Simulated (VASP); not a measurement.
# Ti (P6_3/mmc) in VASP: notebook, part 2 of 2

VASP 6.6.1. The steps go on from the part before.

## (3) Relaxation of cell and atoms, LDA

This run uses another cell than the first one, of 17.39 Å³/atom.

Input file INCAR:

```
SYSTEM = Ti
PREC = Accurate ; ENCUT = 600
EDIFF = 1E-6 ; ISMEAR = 0
SIGMA = 0.1 ; LREAL = .FALSE.
LASPH = .TRUE. ; NELM = 60
ALGO = Fast ; ISIF = 3
LWAVE = .FALSE. ; LCHARG = .FALSE.
GGA = CA ; IBRION = 2
NSW = 70 ; EDIFFG = -0.005
```

Input file KPOINTS:

```
regular mesh
0
G
  18 18 10
  0 0 0
```

Input file POSCAR:

```
Ti
1.0
    2.9385821065      0.0000000000      0.0000000000
   -1.4692910532      2.5448867553      0.0000000000
    0.0000000000      0.0000000000      4.6504271810
Ti
2
Direct
    0.3333333333      0.6666666667      0.2500000000
    0.6666666667      0.3333333333      0.7500000000
```

Potentials or basis: VASP PAW LDA potentials, release 64 (Ti_sv).

The run is started by

```sh
cat potpaw_LDA.64/Ti_sv/POTCAR > POTCAR
mpirun -np 1 vasp_std > vasp.out
```

OUTCAR:

```text
SYSTEM = Ti
   PREC = Accurate
   ENCUT = 600
   EDIFF = 1E-6
   ISMEAR = 0
   LREAL = .FALSE.
   LASPH = .TRUE.
   NELM = 60
   ISIF = 3
   GGA = CA
   IBRION = 2
   NSW = 70
   EDIFFG = -0.005

 ion  position               nearest neighbor table
   1  0.333  0.667  0.250-   2 2.88   2 2.88   2 2.88   2 2.88   2 2.88   2 2.88
   2  0.667  0.333  0.750-   1 2.88   1 2.88   1 2.88   1 2.88   1 2.88   1 2.88

  LATTYP: Found a hexagonal cell.
 ALAT       =     2.9385821065
 C/A-ratio  =     1.5825411755

  Lattice vectors:

 A1 = (   2.9385821065,   0.0000000000,   0.0000000000)
 A2 = (  -1.4692910532,   2.5448867553,   0.0000000000)
 A3 = (   0.0000000000,   0.0000000000,   4.6504271810)

Analysis of symmetry for initial positions (statically):
=====================================================================
 Subroutine PRICEL returns:
 Original cell was already a primitive cell.

 Routine SETGRP: Setting up the symmetry group for a
 hexagonal supercell.

 Subroutine GETGRP returns: Found 24 space group operations
 (whereof 12 operations were pure point group operations)
 out of a pool of 24 trial point group operations.

The static configuration has the point symmetry D_3d.
 The point group associated with its full space group is D_6h.

Analysis of symmetry for dynamics (positions and initial velocities):
=====================================================================
 Subroutine PRICEL returns:
 Original cell was already a primitive cell.

 Routine SETGRP: Setting up the symmetry group for a
 hexagonal supercell.

 Subroutine GETGRP returns: Found 24 space group operations
 (whereof 12 operations were pure point group operations)
 out of a pool of 24 trial point group operations.

The dynamic configuration has the point symmetry D_3d.
 The point group associated with its full space group is D_6h.

 Subroutine INISYM returns: Found 24 space group operations
 (whereof 12 operations are pure point group operations),
 and found     1 'primitive' translations

----------------------------------------------------------------------------------------

                                     Primitive cell

  volume of cell :      34.7776

  direct lattice vectors                    reciprocal lattice vectors
     2.938582107  0.000000000  0.000000000     0.340300173  0.196472397  0.000000000
    -1.469291053  2.544886755  0.000000000     0.000000000  0.392944793  0.000000000
     0.000000000  0.000000000  4.650427181     0.000000000  0.000000000  0.215034009

  length of vectors
     2.938582107  2.938582106  4.650427181     0.392944793  0.392944793  0.215034009

  position of ions in fractional coordinates (direct lattice)
     0.333333333  0.666666667  0.250000000
     0.666666667  0.333333333  0.750000000

  ion indices of the primitive-cell ions
   primitive index   ion index
                 1           1
                 2           2

----------------------------------------------------------------------------------------

[... 85 lines left out ...]
   EFERMI_NEDOS =   21; number of points for ismear=-14 and -15
   IALGO  =     68    algorithm
   IMIX   =      4    mixing-type and parameters
     AMIX     =   0.40;   BMIX     =  1.00
     AMIX_MAG =   1.60;   BMIX_MAG =  1.00
  volume/ion in A,a.u.               =      17.39       117.35
  Fermi-wavevector in a.u.,A,eV,Ry     =   1.446701  2.733869 28.476240  2.092945
  Thomas-Fermi vector in A             =   2.564740
   LORBIT       =      0    0 simple, 1 ext, 2 COOP (PROOUT), +10 PAW based schemes
   GGA     = CA    functional components
   LHFCALC =     F    Hartree Fock is set to
   AEXX    =    0.0000 exact exchange contribution
   IVDW    =     0    specifies the selected vdW correction
   LEPSILON=     F    determine dielectric tensor
   LRPA    =     F    only Hartree local field effects (RPA)
 conjugate gradient relaxation of ions
 non-spin polarized calculation
 RMM-DIIS sequential band-by-band and
 Gauss-broadening in eV      SIGMA  =   0.10
  energy-cutoff  :      600.00
  volume of cell :       34.78
 maximum number of plane-waves:      1182
 NGX is ok and might be reduce to    24
   NGX = 11   NGY = 11   NGZ = 19

--------------------------------------- Ionic step        1  -------------------------------------------

 number of electron      23.9999994 magnetization

 Free energy of the ion-electron system (eV)
  ---------------------------------------------------
  ext. energy  EPLUGINS =         0.00000000
  ---------------------------------------------------
  free energy    TOTEN  =       -17.03078278 eV

  energy without entropy =      -17.02074206  energy(sigma->0) =      -17.02576242

------------------------ aborting loop because EDIFF is reached ----------------------------------------

  FORCE on cell =-STRESS in cart. coord.  units (eV):
  Direction    XX          YY          ZZ          XY          YZ          ZX
  --------------------------------------------------------------------------------------
  -------------------------------------------------------------------------------------
  Total       -1.9065716     -1.9065716     -1.9505253     -0.0000000      0.0000000      0.0000000
  in kB      -87.8343837    -87.8343837    -89.8593003     -0.0000000      0.0000000      0.0000000
  external PRESSURE =     -88.5093559 kB  Pullay stress =       0.0000000 kB
[... 59 lines left out ...]
--------------------------------------- Ionic step        3  -------------------------------------------

 number of electron      24.0000008 magnetization

------------------------ aborting loop EDIFF was not reached (unconverged)  ----------------------------

  FORCE on cell =-STRESS in cart. coord.  units (eV):
  Direction    XX          YY          ZZ          XY          YZ          ZX
  --------------------------------------------------------------------------------------
  -------------------------------------------------------------------------------------
  Total        0.0452362      0.0452362      0.0782274      0.0000000      0.0000000      0.0000000
  in kB        2.2502500      2.2502500      3.8913743      0.0000000      0.0000000      0.0000000
  external PRESSURE =       2.7972914 kB  Pullay stress =       0.0000000 kB
[... 17 lines left out ...]
  FREE ENERGIE OF THE ION-ELECTRON SYSTEM (eV)
  ---------------------------------------------------
  free  energy   TOTEN  =       -17.1050676409 eV

  energy  without entropy=      -17.0952240913  energy(sigma->0) =      -17.10014587

[... ionic steps 4 to 14 ...]

--------------------------------------- Ionic step       15  -------------------------------------------

 number of electron      24.0000009 magnetization

------------------------ aborting loop because EDIFF is reached ----------------------------------------
[... 67 lines left out ...]
--------------------------------------- Ionic step       17  -------------------------------------------

 number of electron      24.0000009 magnetization

 Free energy of the ion-electron system (eV)
  ---------------------------------------------------
  ext. energy  EPLUGINS =         0.00000000
  ---------------------------------------------------
  free energy    TOTEN  =       -17.10510949 eV

  energy without entropy =      -17.09525743  energy(sigma->0) =      -17.10018346

 E-fermi :   8.9339     XC(G=0): -12.1580

 val. band max:        8.9315170927   @ k =   0.3889   0.1667   0.3000
 cond. band min:       8.9347585334   @ k =   0.0556   0.0000   0.5000
 fundamental gap:      0.0032414407
 Fermi energy:         8.9338903515

 k-point     1 :       0.0000    0.0000    0.0000
  band No.  band energies     occupation
      1     -47.1196      2.00000
      2     -46.9232      2.00000
      3     -24.1965      2.00000
      4     -23.3596      2.00000
      5     -23.3596      2.00000
      6     -23.2628      2.00000
[... 433 lines left out ...]
      3     -23.9512      2.00000
      4     -23.7939      2.00000
      5     -23.7925      2.00000
      6     -23.5797      2.00000
[... 8 lines left out ...]
     15      10.1889      0.00000
     16      12.3337      0.00000

 [... further k-points ...]

------------------------ aborting loop because EDIFF is reached ----------------------------------------

  FORCE on cell =-STRESS in cart. coord.  units (eV):
  Direction    XX          YY          ZZ          XY          YZ          ZX
  --------------------------------------------------------------------------------------
  -------------------------------------------------------------------------------------
  Total        0.0029779      0.0029779     -0.0094112      0.0000000      0.0000000     -0.0000000
  in kB        0.1483360      0.1483360     -0.4687974      0.0000000      0.0000000     -0.0000000
  external PRESSURE =      -0.0573751 kB  Pullay stress =       0.0000000 kB
[... 17 lines left out ...]
  FREE ENERGIE OF THE ION-ELECTRON SYSTEM (eV)
  ---------------------------------------------------
  free  energy   TOTEN  =       -17.1051094851 eV

  energy  without entropy=      -17.0952574251  energy(sigma->0) =      -17.10018346

 reached required accuracy - stopping structural energy minimisation
```

OSZICAR:

```text
N       E                     dE             d eps       ncg     rms          rms(c)
DAV:   1     0.255868100958E+03    0.25587E+03   -0.14654E+04  7104   0.202E+03
DAV:   2     0.939740606680E+01   -0.24647E+03   -0.24501E+03  7368   0.513E+02
DAV:   3    -0.180126796929E+02   -0.27410E+02   -0.27158E+02 13976   0.138E+02
[... 288 lines left out ...]
RMM:   6    -0.171051085463E+02   -0.73825E-06   -0.59600E-06  6005   0.222E-02
  16 F= -.17105109E+02 E0= -.17100184E+02  d E =-.233082E-04
       N       E                     dE             d eps       ncg     rms          rms(c)
DAV:   1    -0.171051127415E+02   -0.49334E-05   -0.83430E-05 10160   0.137E-01    0.142E-02
RMM:   2    -0.171051092677E+02    0.34739E-05   -0.12980E-05  7586   0.441E-02    0.348E-03
RMM:   3    -0.171051094851E+02   -0.21742E-06   -0.50099E-06  6340   0.201E-02
  17 F= -.17105109E+02 E0= -.17100183E+02  d E =-.242469E-04
```

It took 30 min on 1 thread of AMD EPYC 9R14 (Zen 4), shared host; peak memory 0.23 GiB.

Results:

| Quantity | Value |
| --- | --- |
| Free energy | -17.1051 eV |
| Relaxed volume | 16.08 Å³/atom |
| Relaxed cell | a = 2.862 Å, b = 2.862 Å, c = 4.535 Å, α = 90.00°, β = 90.00°, γ = 120.00° |
| Space group after relaxing (to 0.1 Å) | P6_3/mmc (No. 194) |
| Energy gained by relaxing | 37.2 meV/atom |
| Ionic steps | 17 |
| Pressure after relaxing | 0.0 GPa |
| Band gap on the k mesh | zero (bands 12 and 13 overlap by 1.15 eV) |

The path:
```
step  energy change (eV)  largest force (eV/Å)  pressure (GPa)  volume (Å³)
   1              0.0000                0.0000           -8.85        34.78
   2             -0.0205                0.0000            8.97        30.16
   3             -0.0743                0.0000            0.28        32.21
   4             -0.0741                0.0000           -0.36        32.28
   5             -0.0742                0.0000           -0.45        32.27
   6             -0.0742                0.0000           -0.50        32.25
   7             -0.0742                0.0000           -0.43        32.25
   8             -0.0743                0.0000           -0.31        32.23
   9             -0.0743                0.0000           -0.18        32.19
  10             -0.0743                0.0000            0.00        32.12
  11             -0.0743                0.0000            0.16        32.12
  12             -0.0743                0.0000            0.14        32.13
  13             -0.0743                0.0000            0.10        32.16
  14             -0.0743                0.0000           -0.20        32.22
  15             -0.0743                0.0000           -0.19        32.18
  16             -0.0743                0.0000           -0.09        32.17
  17             -0.0743                0.0000           -0.01        32.16
```

Final structure:
```
Ti
1.0
     2.86175    0.00000    0.00000
    -1.43088    2.47835    0.00000
     0.00000    0.00000    4.53499
Ti
2
Direct
  0.33333 0.66667 0.25000
  0.66667 0.33333 0.75000
```
